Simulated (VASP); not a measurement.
# TiC (Fm-3m) in VASP: a series of runs

Runs on TiC. Level: PBE. Tasks: single point.

Program: VASP 6.6.1. These are calculated values, not measurements. Logs are shortened: lines on timing, memory, paths and dates and some standing lists are left out, and cuts for length are marked.

### 1 The cell of the first run

The structure is cubic, space group Fm-3m (No. 225). The conventional cell has a = 4.328 Å, b = 4.328 Å, c = 4.328 Å, α = 90.00°, β = 90.00°, γ = 90.00°. Ti (site symmetry m-3m) has 6 C at 2.16 Å within 2.9 Å. Within 2.9 Å of C (site symmetry m-3m) lie 6 Ti at 2.16 Å.

### 2 Single point, PBE

Contents of INCAR:

```
ALGO = Normal
EDIFF = 1E-6
ENCUT = 520
GGA = PE
ISIF = 2
ISMEAR = 0
LASPH = T
LCHARG = F
LREAL = F
LWAVE = F
NBANDS = 15
NELM = 60
PREC = Accurate
SIGMA = 0.1
```

Contents of KPOINTS:

```
k-points
0
Gamma
  16 16 16
```

Contents of POSCAR:

```
TiC
1.0
    0.0000000000      2.1640000000      2.1640000000
    2.1640000000      0.0000000000      2.1640000000
    2.1640000000      2.1640000000      0.0000000000
Ti C
1 1
Direct
    0.0000000000      0.0000000000      0.0000000000
    0.5000000000      0.5000000000      0.5000000000
```

Potentials or basis: VASP PAW PBE potentials, release 64 (Ti_sv, C).

Started as:

```sh
cat potpaw_PBE.64/Ti_sv/POTCAR potpaw_PBE.64/C/POTCAR > POTCAR
mpirun -np 1 vasp_std > vasp.out
```

OUTCAR:

```text
EDIFF = 1E-6
   ENCUT = 520
   GGA = PE
   ISIF = 2
   ISMEAR = 0
   LASPH = T
   LREAL = F
   NELM = 60
   PREC = Accurate

 ion  position               nearest neighbor table
   1  0.000  0.000  0.000-   2 2.16   2 2.16   2 2.16   2 2.16   2 2.16   2 2.16
   2  0.500  0.500  0.500-   1 2.16   1 2.16   1 2.16   1 2.16   1 2.16   1 2.16

  LATTYP: Found a face centered cubic cell.
 ALAT       =     4.3280000000

  Lattice vectors:

 A1 = (   0.0000000000,   2.1640000000,   2.1640000000)
 A2 = (   2.1640000000,   0.0000000000,   2.1640000000)
 A3 = (   2.1640000000,   2.1640000000,   0.0000000000)

Analysis of symmetry for initial positions (statically):
=====================================================================
 Subroutine PRICEL returns:
 Original cell was already a primitive cell.

 Routine SETGRP: Setting up the symmetry group for a
 face centered cubic supercell.

 Subroutine GETGRP returns: Found 48 space group operations
 (whereof 48 operations were pure point group operations)
 out of a pool of 48 trial point group operations.

The static configuration has the point symmetry O_h .

Analysis of symmetry for dynamics (positions and initial velocities):
=====================================================================
 Subroutine PRICEL returns:
 Original cell was already a primitive cell.

 Routine SETGRP: Setting up the symmetry group for a
 face centered cubic supercell.

 Subroutine GETGRP returns: Found 48 space group operations
 (whereof 48 operations were pure point group operations)
 out of a pool of 48 trial point group operations.

The dynamic configuration has the point symmetry O_h .

 Subroutine INISYM returns: Found 48 space group operations
 (whereof 48 operations are pure point group operations),
 and found     1 'primitive' translations

----------------------------------------------------------------------------------------

                                     Primitive cell

  volume of cell :      20.2676

  direct lattice vectors                    reciprocal lattice vectors
     0.000000000  2.164000000  2.164000000    -0.231053604  0.231053604  0.231053604
     2.164000000  0.000000000  2.164000000     0.231053604 -0.231053604  0.231053604
     2.164000000  2.164000000  0.000000000     0.231053604  0.231053604 -0.231053604

  length of vectors
     3.060358149  3.060358149  3.060358149     0.400196582  0.400196582  0.400196582

  position of ions in fractional coordinates (direct lattice)
     0.000000000  0.000000000  0.000000000
     0.500000000  0.500000000  0.500000000

  ion indices of the primitive-cell ions
   primitive index   ion index
                 1           1
                 2           2

----------------------------------------------------------------------------------------

 KPOINTS: k-points

Automatic generation of k-mesh.
 Grid dimensions read from file:
 generate k-points for:   16   16   16

 Generating k-lattice:

  Cartesian coordinates                     Fractional coordinates (reciprocal lattice)
    -0.014440850  0.014440850  0.014440850     0.062500000  0.000000000  0.000000000
     0.014440850 -0.014440850  0.014440850     0.000000000  0.062500000  0.000000000
     0.014440850  0.014440850 -0.014440850     0.000000000  0.000000000  0.062500000

  Length of vectors
     0.025012286  0.025012286  0.025012286

  Shift w.r.t. Gamma in fractional coordinates (k-lattice)
     0.000000000  0.000000000  0.000000000

 Subroutine IBZKPT returns following result:
 ===========================================

 Found    145 irreducible k-points:

 Following reciprocal coordinates:
            Coordinates               Weight
  0.000000  0.000000  0.000000      1.000000
  0.062500  0.000000  0.000000      8.000000
  0.125000  0.000000  0.000000      8.000000
  0.187500  0.000000  0.000000      8.000000
  0.250000  0.000000  0.000000      8.000000
  0.312500  0.000000  0.000000      8.000000
[... 16 lines left out ...]
 -0.125000  0.062500  0.000000     24.000000
 -0.062500  0.062500  0.000000     12.000000
 [... further k-points ...]
   k-points           NKPTS =    145   k-points in BZ     NKDIM =    145   number of bands    NBANDS=     15
   number of dos      NEDOS =    301   number of ions     NIONS =      2
   total plane-waves  NPLWV =  13824
   dimension x,y,z NGX =    24 NGY =   24 NGZ =   24
   dimension x,y,z NGXF=    48 NGYF=   48 NGZF=   48
   ions per type =               1   1
   NGX,Y,Z   is equivalent  to a cutoff of  13.04, 13.04, 13.04 a.u.
   NGXF,Y,Z  is equivalent  to a cutoff of  26.07, 26.07, 26.07 a.u.
 SYSTEM =  unknown system
   PREC   = accura    normal or accurate (medium, high low for compatibility)
   ISTART =      0    job   : 0-new  1-cont  2-samecut
   ICHARG =      2    charge: 1-file 2-atom 10-const
   ISPIN  =      1    spin polarized calculation?
   LNONCOLLINEAR =      F non collinear calculations
   LSORBIT =      F    spin-orbit coupling
   LASPH  =      T    aspherical Exc in radial PAW
   ENCUT  =  520.0 eV  38.22 Ry    6.18 a.u.   5.69  5.69  5.69*2*pi/ulx,y,z
   NELM   =     60;   NELMIN=  2; NELMDL= -5     # of ELM steps
   EDIFF  = 0.1E-05   stopping-criterion for ELM
   LREAL  =      F    real-space projection
   EDIFFG = 0.1E-04   stopping-criterion for IOM
   NSW    =      0    number of steps for IOM
   IBRION =     -1    ionic relax: 0-MD 1-quasi-New 2-CG
   NFREE  =      0    steps in history (QN), initial steepest desc. (CG)
   ISIF   =      2    stress and relaxation
   ISYM   =      2    0-nonsym 1-usesym 2-fastsym
   POTIM  = 0.5000    time-step for ionic-motion
   TEBEG  =    0.0;   TEEND  =   0.0 temperature during run
   PSTRESS=    0.0 pullay stress
   NELECT =      16.0000    total number of electrons
   NUPDOWN=      -1.0000    fix difference up-down
   EMIN   =  10.00;   EMAX   =-10.00  energy-range for DOS
   EFERMI =   0.00;   METHOD = LEGACY
   ISMEAR =     0;   SIGMA  =   0.10  broadening in eV -4-tet -1-fermi 0-gaus
   EFERMI_NEDOS =   21; number of points for ismear=-14 and -15
   IALGO  =     38    algorithm
   IMIX   =      4    mixing-type and parameters
     AMIX     =   0.40;   BMIX     =  1.00
     AMIX_MAG =   1.60;   BMIX_MAG =  1.00
  volume/ion in A,a.u.               =      10.13        68.39
  Fermi-wavevector in a.u.,A,eV,Ry     =   1.513030  2.859212 31.147275  2.289260
  Thomas-Fermi vector in A             =   2.622876
   LORBIT       =      0    0 simple, 1 ext, 2 COOP (PROOUT), +10 PAW based schemes
   GGA     = PE    functional components
   LHFCALC =     F    Hartree Fock is set to
   AEXX    =    0.0000 exact exchange contribution
   IVDW    =     0    specifies the selected vdW correction
   LEPSILON=     F    determine dielectric tensor
   LRPA    =     F    only Hartree local field effects (RPA)
 non-spin polarized calculation
 Gauss-broadening in eV      SIGMA  =   0.10
  energy-cutoff  :      520.00
  volume of cell :       20.27
 maximum number of plane-waves:       568
   NGX = 11   NGY = 11   NGZ = 11

 number of electron      16.0000001 magnetization

 Free energy of the ion-electron system (eV)
  ---------------------------------------------------
  ext. energy  EPLUGINS =         0.00000000
  ---------------------------------------------------
  free energy    TOTEN  =       -18.70920772 eV

  energy without entropy =      -18.70717821  energy(sigma->0) =      -18.70819296

 E-fermi :   9.4347     XC(G=0): -12.7102

 val. band max:        9.4149009462   @ k =   0.3125   0.2500   0.0000
 cond. band min:       9.4364499777   @ k =   0.1250   0.1250   0.0000
 fundamental gap:      0.0215490316
 Fermi energy:         9.4347150352

 k-point     1 :       0.0000    0.0000    0.0000
  band No.  band energies     occupation
      1     -47.1413      2.00000
      2     -23.1642      2.00000
      3     -23.1642      2.00000
      4     -23.1642      2.00000
      5      -2.9679      2.00000
      6      10.1350      0.00000
      7      10.1350      0.00000
      8      10.1350      0.00000
      9      11.1205      0.00000
     10      11.1205      0.00000
     11      11.1205      0.00000
     12      11.1585      0.00000
     13      11.1585      0.00000
     14      19.9576      0.00000
     15      23.4821      0.00000

 k-point     2 :       0.0625    0.0000    0.0000
  band No.  band energies     occupation
      1     -47.1385      2.00000
      2     -23.1840      2.00000
      3     -23.1660      2.00000
      4     -23.1660      2.00000
      5      -2.8791      2.00000
      6       9.6896      0.00031
      7       9.9260      0.00000
      8       9.9260      0.00000
      9      10.4696      0.00000
     10      10.4696      0.00000
     11      11.3609      0.00000
     12      12.1478      0.00000
     13      12.1478      0.00000
     14      20.1182      0.00000
     15      23.5193      0.00000

 k-point     3 :       0.1250    0.0000    0.0000
  band No.  band energies     occupation
      1     -47.1306      2.00000
      2     -23.2399      2.00000
      3     -23.1713      2.00000
      4     -23.1713      2.00000
      5      -2.6185      2.00000
      6       8.8104      2.00000
      7       9.1553      1.99992
      8       9.1553      1.99992
      9      10.5517      0.00000
     10      10.5517      0.00000
     11      11.6913      0.00000
     12      13.2125      0.00000
     13      13.2125      0.00000
     14      20.5071      0.00000
     15      23.5428      0.00000
[... 343 lines left out ...]
 k-point    23 :      -0.1250    0.0625    0.0000
  band No.  band energies     occupation
      1     -47.1248      2.00000
      2     -23.2725      2.00000
      3     -23.1898      2.00000
      4     -23.1687      2.00000
      5      -2.4243      2.00000
      6       8.3195      2.00000
      7       8.6420      2.00000
      8       8.8539      2.00000
      9      10.4429      0.00000
     10      10.9922      0.00000
     11      12.0025      0.00000
     12      13.0609      0.00000
     13      14.1815      0.00000
     14      20.7686      0.00000
     15      23.5261      0.00000

 k-point    24 :      -0.0625    0.0625    0.0000
  band No.  band energies     occupation
      1     -47.1341      2.00000
      2     -23.2112      2.00000
      3     -23.1772      2.00000
      4     -23.1654      2.00000
      5      -2.7340      2.00000
      6       9.2220      1.99737
      7       9.4080      1.29396
      8       9.4146      1.22449
      9      10.2461      0.00000
     10      10.8232      0.00000
     11      11.7119      0.00000
     12      12.2718      0.00000
     13      13.1354      0.00000
     14      20.3647      0.00000
     15      23.5546      0.00000

 [... further k-points ...]

------------------------ aborting loop because EDIFF is reached ----------------------------------------

  FORCE on cell =-STRESS in cart. coord.  units (eV):
  Direction    XX          YY          ZZ          XY          YZ          ZX
  --------------------------------------------------------------------------------------
  -------------------------------------------------------------------------------------
  Total        0.1335215      0.1335215      0.1335215      0.0000000      0.0000000      0.0000000
  in kB       10.5550416     10.5550416     10.5550416      0.0000000      0.0000000      0.0000000
  external PRESSURE =      10.5550416 kB  Pullay stress =       0.0000000 kB

 VOLUME and BASIS-vectors are now :
 -----------------------------------------------------------------------------
  energy-cutoff  :      520.00
  volume of cell :       20.27
      direct lattice vectors                 reciprocal lattice vectors
     0.000000000  2.164000000  2.164000000    -0.231053604  0.231053604  0.231053604
     2.164000000  0.000000000  2.164000000     0.231053604 -0.231053604  0.231053604
     2.164000000  2.164000000  0.000000000     0.231053604  0.231053604 -0.231053604

 POSITION                                       TOTAL-FORCE (eV/Angst)
 -----------------------------------------------------------------------------------
      0.00000      0.00000      0.00000         0.000000     -0.000000      0.000000
      2.16400      2.16400      2.16400        -0.000000      0.000000     -0.000000
 -----------------------------------------------------------------------------------
    total drift:                                0.000000     -0.000000     -0.000000

  FREE ENERGIE OF THE ION-ELECTRON SYSTEM (eV)
  ---------------------------------------------------
  free  energy   TOTEN  =       -18.7092077247 eV

  energy  without entropy=      -18.7071782053  energy(sigma->0) =      -18.70819296
```

It took 15 s on 1 thread of Intel Xeon 6975P-C (Granite Rapids), shared host; peak memory 0.17 GiB.

What came out:

| Item | Value |
| --- | --- |
| Free energy | -18.7092 eV |
| Pressure | 1.1 GPa |
| Band gap on the k mesh | zero (bands 8 and 9 overlap by 1.10 eV) |

Levels at points of the mesh, in eV from the Fermi level:
| k point | band 6 | band 7 | band 8 | band 9 | band 10 | band 11 |
| --- | --- | --- | --- | --- | --- | --- |
| (0.00, 0.00, 0.00) | 0.70 | 0.70 | 0.70 | 1.69 | 1.69 | 1.69 |
| (0.50, 0.00, 0.00) | -5.84 | -2.90 | -2.90 | 2.93 | 2.93 | 4.12 |
| (0.50, 0.50, 0.00) | -3.43 | -1.62 | -0.03 | -0.03 | 2.72 | 3.53 |

### 3 Single point, PBE (strained)

Contents of INCAR:

```
SYSTEM = TiC
PREC = Accurate
ENCUT = 520
EDIFF = 1E-6
ISMEAR = 0
SIGMA = 0.1
LREAL = .FALSE.
LASPH = .TRUE.
NELM = 60
ALGO = Normal
ISIF = 2
LWAVE = .FALSE.
LCHARG = .TRUE.
GGA = PE
LELF = .TRUE.
LVHAR = .TRUE.
NBANDS = 15
```

Contents of KPOINTS:

```
Automatic mesh
0
G
  16 16 16
  0 0 0
```

Contents of POSCAR:

```
TiC
1.0
    0.0000000000      2.2008962000      2.2008962000
    2.2008962000      0.0000000000      2.2008962000
    2.2008962000      2.2008962000      0.0000000000
Ti C
1 1
Direct
    0.0000000000      0.0000000000      0.0000000000
    0.5000000000      0.5000000000      0.5000000000
```

Potentials or basis: VASP PAW PBE potentials, release 64 (Ti_sv, C).

Started as:

```sh
cat potpaw_PBE.64/Ti_sv/POTCAR potpaw_PBE.64/C/POTCAR > POTCAR
mpirun -np 1 vasp_std > vasp.out
```

It took 24 s on 1 thread of Intel Xeon 6975P-C (Granite Rapids), shared host; peak memory 0.17 GiB.

It converged, with:

- Free energy: -18.6770 eV
- Pressure: -10.7 GPa
- Band gap on the k mesh: zero (bands 8 and 9 overlap by 1.06 eV)

Levels at points of the mesh, in eV from the Fermi level:
| k point | band 6 | band 7 | band 8 | band 9 | band 10 | band 11 |
| --- | --- | --- | --- | --- | --- | --- |
| (0.00, 0.00, 0.00) | 0.68 | 0.68 | 0.68 | 1.61 | 1.61 | 1.62 |
| (0.50, 0.00, 0.00) | -5.61 | -2.74 | -2.74 | 2.73 | 2.73 | 3.83 |
| (0.50, 0.50, 0.00) | -3.38 | -1.47 | -0.07 | -0.07 | 2.53 | 3.29 |

Caveat: the cell differs from its parent crystal (strained); the cell stands under tension.
